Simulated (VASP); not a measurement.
# Si2Bi2S (P-6m2) in VASP: notebook

Si2Bi2S is run at these levels: PBE; tasks: relaxation of cell and atoms, single point.

All numbers are computed with VASP 6.6.1; they aren't measurements. Logs are shortened: lines on timing, memory, paths and dates and some standing lists are left out, and cuts for length are marked.

## (1) The cell of the first run

The structure is hexagonal, space group P-6m2 (No. 187). Conventional cell: a = 4.217 Å, b = 4.217 Å, c = 7.364 Å, α = 90.00°, β = 90.00°, γ = 120.00°. Si (site symmetry 3m) has 1 Si at 2.08 Å and 4 Bi at 2.64 to 2.65 Å and 3 S at 2.65 Å within 2.8 Å. Bi (site symmetry -6m2) has 3 S at 2.43 Å and 6 Si at 2.65 Å within 3.2 Å. Bi (site symmetry -6m2) has 2 Si at 2.64 Å within 3.5 Å. S (site symmetry -6m2) has 3 Bi at 2.43 Å and 6 Si at 2.65 Å within 3.2 Å.

The cell was generated, and may not be a known phase.

## (2) Relaxation of cell and atoms, PBE

File INCAR:

```
SYSTEM = Si2Bi2S
PREC = Accurate ; ENCUT = 600
EDIFF = 1E-6 ; ISMEAR = 0
SIGMA = 0.1 ; LREAL = .False.
LASPH = .True. ; NELM = 100
ALGO = Normal ; ISIF = 3
LWAVE = .False. ; LCHARG = .False.
GGA = PE ; IBRION = 2
NSW = 90 ; EDIFFG = -0.04
```

File KPOINTS:

```
regular mesh
0
Gamma
  6 6 4
  0 0 0
```

File POSCAR:

```
Si2Bi2S
1.0
    4.2168138800      0.0000000000      0.0000000000
   -2.1084069400      3.6518679400      0.0000000000
    0.0000000000      0.0000000000      7.3637217800
Si Bi S
2 2 1
Direct
    0.0000000000      0.0000000000      0.8584766100
    0.0000000000      0.0000000000      0.1415233900
    0.3333333300      0.6666666700      0.0000000000
    0.0000000000      0.0000000000      0.5000000000
    0.6666666700      0.3333333300      0.0000000000
```

Potentials or basis: VASP PAW PBE potentials, release 64 (Si, Bi_d, S).

Run with:

```bash
cat potpaw_PBE.64/Si/POTCAR potpaw_PBE.64/Bi_d/POTCAR potpaw_PBE.64/S/POTCAR > POTCAR
mpirun -np 1 vasp_std > vasp.out
```

OUTCAR:

```text
SYSTEM = Si2Bi2S
   PREC = Accurate
   ENCUT = 600
   EDIFF = 1E-6
   ISMEAR = 0
   LREAL = .False.
   LASPH = .True.
   NELM = 100
   ISIF = 3
   GGA = PE
   IBRION = 2
   NSW = 90
   EDIFFG = -0.04

 ion  position               nearest neighbor table
   1  0.000  0.000  0.858-   2 2.08   4 2.64   3 2.65   5 2.65   3 2.65   5 2.65   5 2.65   3 2.65

   2  0.000  0.000  0.142-   1 2.08   4 2.64   3 2.65   5 2.65   3 2.65   5 2.65   5 2.65   3 2.65

   3  0.333  0.667  0.000-   5 2.43   5 2.43   5 2.43   1 2.65   2 2.65   2 2.65   1 2.65   2 2.65
                             1 2.65
   4  0.000  0.000  0.500-   1 2.64   2 2.64
   5  0.667  0.333  0.000-   3 2.43   3 2.43   3 2.43   1 2.65   2 2.65   1 2.65   2 2.65   1 2.65
                             2 2.65

  LATTYP: Found a hexagonal cell.
 ALAT       =     4.2168138800
 C/A-ratio  =     1.7462762146

  Lattice vectors:

 A1 = (   4.2168138800,   0.0000000000,   0.0000000000)
 A2 = (  -2.1084069400,   3.6518679400,   0.0000000000)
 A3 = (   0.0000000000,   0.0000000000,   7.3637217800)

Analysis of symmetry for initial positions (statically):
=====================================================================
 Subroutine PRICEL returns:
 Original cell was already a primitive cell.

 Routine SETGRP: Setting up the symmetry group for a
 hexagonal supercell.

 Subroutine GETGRP returns: Found 12 space group operations
 (whereof 12 operations were pure point group operations)
 out of a pool of 24 trial point group operations.

The static configuration has the point symmetry D_3h.

Analysis of symmetry for dynamics (positions and initial velocities):
=====================================================================
 Subroutine PRICEL returns:
 Original cell was already a primitive cell.

 Routine SETGRP: Setting up the symmetry group for a
 hexagonal supercell.

 Subroutine GETGRP returns: Found 12 space group operations
 (whereof 12 operations were pure point group operations)
 out of a pool of 24 trial point group operations.

The dynamic configuration has the point symmetry D_3h.

 Subroutine INISYM returns: Found 12 space group operations
 (whereof 12 operations are pure point group operations),
 and found     1 'primitive' translations

----------------------------------------------------------------------------------------

                                     Primitive cell

  volume of cell :     113.3958

  direct lattice vectors                    reciprocal lattice vectors
     4.216813880  0.000000000  0.000000000     0.237145871  0.136916233  0.000000000
    -2.108406940  3.651867940  0.000000000     0.000000000  0.273832465  0.000000000
     0.000000000  0.000000000  7.363721780     0.000000000  0.000000000  0.135800894

  length of vectors
     4.216813880  4.216813877  7.363721780     0.273832465  0.273832465  0.135800894

  position of ions in fractional coordinates (direct lattice)
     0.000000000  0.000000000  0.858476610
     0.000000000  0.000000000  0.141523390
     0.333333330  0.666666670  0.000000000
     0.000000000  0.000000000  0.500000000
     0.666666670  0.333333330  0.000000000

  ion indices of the primitive-cell ions
   primitive index   ion index
                 1           1
                 2           2
                 3           3
                 4           4
                 5           5

----------------------------------------------------------------------------------------

 KPOINTS: regular mesh

Automatic generation of k-mesh.
 Grid dimensions read from file:
 generate k-points for:    6    6    4

 Generating k-lattice:

  Cartesian coordinates                     Fractional coordinates (reciprocal lattice)
     0.039524312  0.022819372  0.000000000     0.166666667  0.000000000  0.000000000
     0.000000000  0.045638744  0.000000000     0.000000000  0.166666667  0.000000000
     0.000000000  0.000000000  0.033950223     0.000000000  0.000000000  0.250000000

  Length of vectors
     0.045638744  0.045638744  0.033950223

  Shift w.r.t. Gamma in fractional coordinates (k-lattice)
     0.000000000  0.000000000  0.000000000

 Subroutine IBZKPT returns following result:
 ===========================================

 Found     21 irreducible k-points:

 Following reciprocal coordinates:
            Coordinates               Weight
  0.000000  0.000000  0.000000      1.000000
  0.166667  0.000000  0.000000      6.000000
  0.333333  0.000000  0.000000      6.000000
  0.500000  0.000000  0.000000      3.000000
  0.166667  0.166667  0.000000      6.000000
  0.333333  0.166667  0.000000     12.000000
[... 13 lines left out ...]
  0.333333  0.166667  0.500000     12.000000
  0.333333  0.333333  0.500000      2.000000
   k-points           NKPTS =     21   k-points in BZ     NKDIM =     21   number of bands    NBANDS=     26
   number of dos      NEDOS =    301   number of ions     NIONS =      5
   total plane-waves  NPLWV =  77760
   dimension x,y,z NGX =    36 NGY =   36 NGZ =   60
   dimension x,y,z NGXF=    72 NGYF=   72 NGZF=  120
   ions per type =               2   2   1
   NGX,Y,Z   is equivalent  to a cutoff of  14.19, 14.19, 13.55 a.u.
   NGXF,Y,Z  is equivalent  to a cutoff of  28.39, 28.39, 27.09 a.u.
 SYSTEM =  Si2Bi2S
   PREC   = accura    normal or accurate (medium, high low for compatibility)
   ISTART =      0    job   : 0-new  1-cont  2-samecut
   ICHARG =      2    charge: 1-file 2-atom 10-const
   ISPIN  =      1    spin polarized calculation?
   LNONCOLLINEAR =      F non collinear calculations
   LSORBIT =      F    spin-orbit coupling
   LASPH  =      T    aspherical Exc in radial PAW
   ENCUT  =  600.0 eV  44.10 Ry    6.64 a.u.   8.42  8.42 14.71*2*pi/ulx,y,z
   NELM   =    100;   NELMIN=  2; NELMDL= -5     # of ELM steps
   EDIFF  = 0.1E-05   stopping-criterion for ELM
   LREAL  =      F    real-space projection
   EDIFFG = -.4E-01   stopping-criterion for IOM
   NSW    =     90    number of steps for IOM
   IBRION =      2    ionic relax: 0-MD 1-quasi-New 2-CG
   NFREE  =      1    steps in history (QN), initial steepest desc. (CG)
   ISIF   =      3    stress and relaxation
   ISYM   =      2    0-nonsym 1-usesym 2-fastsym
   POTIM  = 0.5000    time-step for ionic-motion
   TEBEG  =    0.0;   TEEND  =   0.0 temperature during run
   PSTRESS=    0.0 pullay stress
   NELECT =      44.0000    total number of electrons
   NUPDOWN=      -1.0000    fix difference up-down
   EMIN   =  10.00;   EMAX   =-10.00  energy-range for DOS
   EFERMI =   0.00;   METHOD = LEGACY
   ISMEAR =     0;   SIGMA  =   0.10  broadening in eV -4-tet -1-fermi 0-gaus
   EFERMI_NEDOS =   21; number of points for ismear=-14 and -15
   IALGO  =     38    algorithm
   IMIX   =      4    mixing-type and parameters
     AMIX     =   0.40;   BMIX     =  1.00
     AMIX_MAG =   1.60;   BMIX_MAG =  1.00
  volume/ion in A,a.u.               =      22.68       153.05
  Fermi-wavevector in a.u.,A,eV,Ry     =   1.194062  2.256449 19.398960  1.425783
  Thomas-Fermi vector in A             =   2.330061
   LORBIT       =      0    0 simple, 1 ext, 2 COOP (PROOUT), +10 PAW based schemes
   GGA     = PE    functional components
   LHFCALC =     F    Hartree Fock is set to
   AEXX    =    0.0000 exact exchange contribution
   IVDW    =     0    specifies the selected vdW correction
   LEPSILON=     F    determine dielectric tensor
   LRPA    =     F    only Hartree local field effects (RPA)
 conjugate gradient relaxation of ions
 non-spin polarized calculation
 Gauss-broadening in eV      SIGMA  =   0.10
  energy-cutoff  :      600.00
  volume of cell :      113.40
 maximum number of plane-waves:      3839
 NGX is ok and might be reduce to    36
   NGX = 17   NGY = 17   NGZ = 29

--------------------------------------- Ionic step        1  -------------------------------------------

 number of electron      43.9999997 magnetization

 Free energy of the ion-electron system (eV)
  ---------------------------------------------------
  ext. energy  EPLUGINS =         0.00000000
  ---------------------------------------------------
  free energy    TOTEN  =       -14.37651866 eV

  energy without entropy =      -14.36446789  energy(sigma->0) =      -14.37049327

 E-fermi :   7.4955     XC(G=0):  -9.9443

 val. band max:        7.4816498580   @ k =   0.3333   0.0000   0.5000
 cond. band min:       7.4974651756   @ k =   0.5000   0.0000   0.0000
 fundamental gap:      0.0158153176
 Fermi energy:         7.4954931748

 k-point     1 :       0.0000    0.0000    0.0000
  band No.  band energies     occupation
      1     -16.1191      2.00000
      2     -16.1191      2.00000
      3     -15.9667      2.00000
      4     -15.8473      2.00000
      5     -15.8473      2.00000
      6     -15.1499      2.00000
[... 708 lines left out ...]
  FREE ENERGIE OF THE ION-ELECTRON SYSTEM (eV)
  ---------------------------------------------------
  free  energy   TOTEN  =       -18.5531364592 eV

  energy  without entropy=      -18.5305186108  energy(sigma->0) =      -18.54182753

[... ionic steps 4 to 9 ...]

--------------------------------------- Ionic step       10  -------------------------------------------

 number of electron      44.0000000 magnetization

------------------------ aborting loop because EDIFF is reached ----------------------------------------

  FORCE on cell =-STRESS in cart. coord.  units (eV):
  Direction    XX          YY          ZZ          XY          YZ          ZX
  --------------------------------------------------------------------------------------
  -------------------------------------------------------------------------------------
  Total       -0.2339949     -0.2339949      0.5315935      0.0000000     -0.0000000      0.0000000
  in kB       -2.2530874     -2.2530874      5.1186021      0.0000000     -0.0000000      0.0000000
  external PRESSURE =       0.2041424 kB  Pullay stress =       0.0000000 kB
[... 63 lines left out ...]
  energy  without entropy=      -18.6777495706  energy(sigma->0) =      -18.68554336

--------------------------------------- Ionic step       12  -------------------------------------------

 number of electron      44.0000005 magnetization

 Free energy of the ion-electron system (eV)
  ---------------------------------------------------
  ext. energy  EPLUGINS =         0.00000000
  ---------------------------------------------------
  free energy    TOTEN  =       -18.69341520 eV

  energy without entropy =      -18.67753467  energy(sigma->0) =      -18.68547494

 E-fermi :   3.4933     XC(G=0):  -8.3078

 val. band max:        3.4587641356   @ k =   0.5000   0.0000   0.5000
 cond. band min:       3.5006393621   @ k =   0.0000   0.0000   0.5000
 fundamental gap:      0.0418752265
 Fermi energy:         3.4933217647

 k-point     1 :       0.0000    0.0000    0.0000
  band No.  band energies     occupation
      1     -19.3787      2.00000
      2     -19.3787      2.00000
      3     -19.3225      2.00000
      4     -19.3225      2.00000
      5     -19.3218      2.00000
      6     -19.0422      2.00000
[... 630 lines left out ...]
  FREE ENERGIE OF THE ION-ELECTRON SYSTEM (eV)
  ---------------------------------------------------
  free  energy   TOTEN  =       -18.6934152050 eV

  energy  without entropy=      -18.6775346651  energy(sigma->0) =      -18.68547494

 reached required accuracy - stopping structural energy minimisation
```

Run time: 18 min. Hardware: 1 thread of Intel Xeon 8259CL, shared host; peak memory 0.32 GiB.

What came out:

- Free energy: -18.6934 eV
- Relaxed volume: 33.34 Å³/atom
- Relaxed cell: a = 4.947 Å, b = 4.947 Å, c = 7.866 Å, α = 90.00°, β = 90.00°, γ = 120.00°
- Space group after relaxing (to 0.1 Å): P-6m2 (No. 187)
- Energy gained by relaxing: 863.4 meV/atom
- Ionic steps: 12
- Pressure after relaxing: -0.1 GPa
- Largest force after relaxing: 0.006 eV/Å
- Band gap on the k mesh: zero (bands 22 and 23 overlap by 1.02 eV)

Forces on the atoms (eV/Å):
```
Si   0.000  0.000  0.006
Si   0.000  0.000 -0.006
Bi   0.000  0.000  0.000
Bi   0.000  0.000  0.000
S    0.000  0.000  0.000
```

The path:
```tsv
step	energy change (eV)	largest force (eV/Å)	pressure (GPa)	volume (Å³)
1	0.0000	4.4761	34.30	113.40
2	-3.0432	0.3586	-5.39	212.78
3	-4.1766	0.5917	0.23	161.98
4	-4.1763	0.6038	-0.04	163.16
5	-4.2711	0.6094	-0.02	163.92
6	-4.2995	0.4131	0.10	164.34
7	-4.2767	0.3665	0.31	165.03
8	-4.3034	0.2535	0.16	164.55
9	-4.3115	0.1147	0.09	165.48
10	-4.3146	0.0487	0.02	166.39
11	-4.3168	0.0148	-0.15	166.78
12	-4.3169	0.0064	-0.13	166.72
```

Final structure:
```xyz
5
Lattice="4.9472 0.0000 0.0000 -2.4736 4.2844 0.0000 0.0000 0.0000 7.8658" Properties=species:S:1:pos:R:3 pbc="T T T"
Si    0.0000    0.0000    6.6895
Si    0.0000    0.0000    1.1763
Bi    0.0000    2.8563    0.0000
Bi    0.0000    0.0000    3.9329
S     2.4736    1.4281    0.0000
```

Caveat: the volume moved by over 15 % at a fixed basis, so the end points are rough; spin-orbit coupling is left out, which moves the levels of the heavy elements.

## (3) Single point, PBE

This run uses another cell than the first one, of 33.15 Å³/atom.

File INCAR:

```
ALGO = Normal
EDIFF = 1E-6
ENCUT = 520
GGA = PE
ISIF = 2
ISMEAR = 0
LASPH = True
LCHARG = False
LREAL = False
LWAVE = False
NBANDS = 30
NELM = 80
PREC = Accurate
SIGMA = 0.1
```

File KPOINTS:

```
k-points
0
Gamma
  12 12 6
```

File POSCAR:

```
Si2Bi2S
1.0
    4.9408742858      0.0000000000      0.0000000000
   -2.4704371429      4.2789226484      0.0000000000
    0.0000000000      0.0000000000      7.8407865758
Si Bi S
2 2 1
Direct
    0.0000000000      0.0000000000      0.8492790397
    0.0000000000      0.0000000000      0.1507209603
    0.3333333333      0.6666666667      0.0000000000
    0.0000000000      0.0000000000      0.5000000000
    0.6666666667      0.3333333333      0.0000000000
```

Potentials or basis: VASP PAW PBE potentials, release 64 (Si, Bi_d, S).

Run with:

```bash
cat potpaw_PBE.64/Si/POTCAR potpaw_PBE.64/Bi_d/POTCAR potpaw_PBE.64/S/POTCAR > POTCAR
mpirun -np 1 vasp_std > vasp.out
```

OUTCAR:

```text
EDIFF = 1E-6
   ENCUT = 520
   GGA = PE
   ISIF = 2
   ISMEAR = 0
   LASPH = True
   LREAL = False
   NELM = 80
   PREC = Accurate

 ion  position               nearest neighbor table
   1  0.000  0.000  0.849-   2 2.36   4 2.74   3 3.09   3 3.09   3 3.09
   2  0.000  0.000  0.151-   1 2.36   4 2.74   3 3.09   3 3.09   3 3.09
   3  0.333  0.667  0.000-   5 2.85   5 2.85   5 2.85   1 3.09   2 3.09   2 3.09   1 3.09   2 3.09
                             1 3.09
   4  0.000  0.000  0.500-   1 2.74   2 2.74
   5  0.667  0.333  0.000-   3 2.85   3 2.85   3 2.85

[... 997 lines left out ...]
  -------------------------------------------------------------------------------------
  Total       -0.0368380     -0.0368380     -0.0694116      0.0000000      0.0000000      0.0000000
  in kB       -0.3560479     -0.3560479     -0.6708801      0.0000000      0.0000000      0.0000000
  external PRESSURE =      -0.4609920 kB  Pullay stress =       0.0000000 kB

 VOLUME and BASIS-vectors are now :
 -----------------------------------------------------------------------------
  energy-cutoff  :      520.00
  volume of cell :      165.77
      direct lattice vectors                 reciprocal lattice vectors
     4.940874286  0.000000000  0.000000000     0.202393330  0.116851844  0.000000000
    -2.470437143  4.278922648  0.000000000     0.000000000  0.233703687  0.000000000
     0.000000000  0.000000000  7.840786576     0.000000000  0.000000000  0.127538225

 POSITION                                       TOTAL-FORCE (eV/Angst)
 -----------------------------------------------------------------------------------
      0.00000      0.00000      6.65902        -0.000000      0.000000      0.008854
      0.00000      0.00000      1.18177        -0.000000      0.000000     -0.008854
     -0.00000      2.85262      0.00000        -0.000000      0.000000      0.000000
      0.00000      0.00000      3.92039        -0.000000      0.000000      0.000000
      2.47044      1.42631      0.00000         0.000000     -0.000000      0.000000
 -----------------------------------------------------------------------------------
    total drift:                               -0.000000      0.000000     -0.000000

  FREE ENERGIE OF THE ION-ELECTRON SYSTEM (eV)
  ---------------------------------------------------
  free  energy   TOTEN  =       -18.7704593118 eV

  energy  without entropy=      -18.7464310504  energy(sigma->0) =      -18.75844518
```

OSZICAR:

```text
N       E                     dE             d eps       ncg     rms          rms(c)
DAV:   1     0.394354516723E+03    0.39435E+03   -0.20711E+04  4560   0.143E+03
DAV:   2     0.228371379108E+02   -0.37152E+03   -0.36052E+03  4760   0.371E+02
DAV:   3    -0.175968558223E+02   -0.40434E+02   -0.39065E+02  5790   0.137E+02
DAV:   4    -0.194479409926E+02   -0.18511E+01   -0.18394E+01  5494   0.311E+01
DAV:   5    -0.195255006421E+02   -0.77560E-01   -0.77545E-01  6464   0.625E+00    0.730E+00
DAV:   6    -0.189696854225E+02    0.55582E+00   -0.55940E+00  5984   0.756E+00    0.438E+00
DAV:   7    -0.187926886528E+02    0.17700E+00   -0.19223E+00  5314   0.379E+00    0.305E+00
DAV:   8    -0.187713948529E+02    0.21294E-01   -0.20418E-01  5058   0.157E+00    0.517E-01
DAV:   9    -0.187702321847E+02    0.11627E-02   -0.20241E-02  5568   0.726E-01    0.170E-01
DAV:  10    -0.187703671156E+02   -0.13493E-03   -0.22716E-03  5466   0.246E-01    0.819E-02
DAV:  11    -0.187704160472E+02   -0.48932E-04   -0.26333E-04  5376   0.725E-02    0.448E-02
DAV:  12    -0.187704567645E+02   -0.40717E-04   -0.86357E-05  5246   0.594E-02    0.168E-02
DAV:  13    -0.187704582112E+02   -0.14467E-05   -0.84460E-06  4778   0.194E-02    0.522E-03
DAV:  14    -0.187704592944E+02   -0.10832E-05   -0.34649E-06  4376   0.109E-02    0.281E-03
DAV:  15    -0.187704593118E+02   -0.17405E-07   -0.28213E-07  2934   0.410E-03
   1 F= -.18770459E+02 E0= -.18758445E+02  d E =-.240283E-01
```

It took 10 min on 1 thread of Intel Xeon 8259CL, shared host; peak memory 0.53 GiB.

What came out:

```yaml
Free_energy: -18.7705 eV
Pressure: 0.0 GPa
Largest_force: 0.009 eV/Å
Band_gap_on_the_k_mesh: zero (bands 22 and 23 overlap by 1.06 eV)
```

Forces on the atoms (eV/Å):
```
Si   0.000  0.000  0.009
Si   0.000  0.000 -0.009
Bi   0.000  0.000  0.000
Bi   0.000  0.000  0.000
S    0.000  0.000  0.000
```

Caveat: spin-orbit coupling is left out, which moves the levels of the heavy elements.

The gap in the log of VASP goes by the Fermi energy; the results here count the filled bands.